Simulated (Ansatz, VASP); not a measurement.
Two plane-wave programs on CdTe3

```
CELL_PARAMETERS angstrom
4.84605 0.00000 0.00000
0.00000 4.84605 0.00000
0.00000 0.00000 4.84605
ATOMIC_POSITIONS crystal
Cd 0.00000 0.00000 0.00000
Te 0.00000 0.50000 0.50000
Te 0.50000 0.00000 0.50000
Te 0.50000 0.50000 0.00000
```

Alike in both runs: functional PBE; k mesh 10 × 10 × 10; occupations gaussian, width 0.1 eV; no spin polarisation.

Ansatz relaxed the structure, and its values are those at the end. VASP's run is a single point on that final structure, the one shown.

|  | VASP | Ansatz |
| --- | --- | --- |
| version | VASP 6.6.1 | Ansatz 0.2.0 |
| potentials or method | VASP PAW PBE potentials, release 64 (Cd, Te), cutoff 520 eV | scalar-relativistic, plane waves, PAW |
| valence electrons in the cell | 30 | 68 |

|  | VASP | Ansatz | Ansatz less VASP |
| --- | --- | --- | --- |
| gap on the k mesh at the Fermi level (eV) | none | none | - |
| pressure (GPa) | 0.0 | 0.0 | -0.02 |

A gap of «none» marks a metal or a gap that the smearing closes. VASP's potentials hold 30 valence electrons a cell and Ansatz's 68, so a difference there can come from the potentials and not from the codes.

Spin-orbit coupling is off throughout.
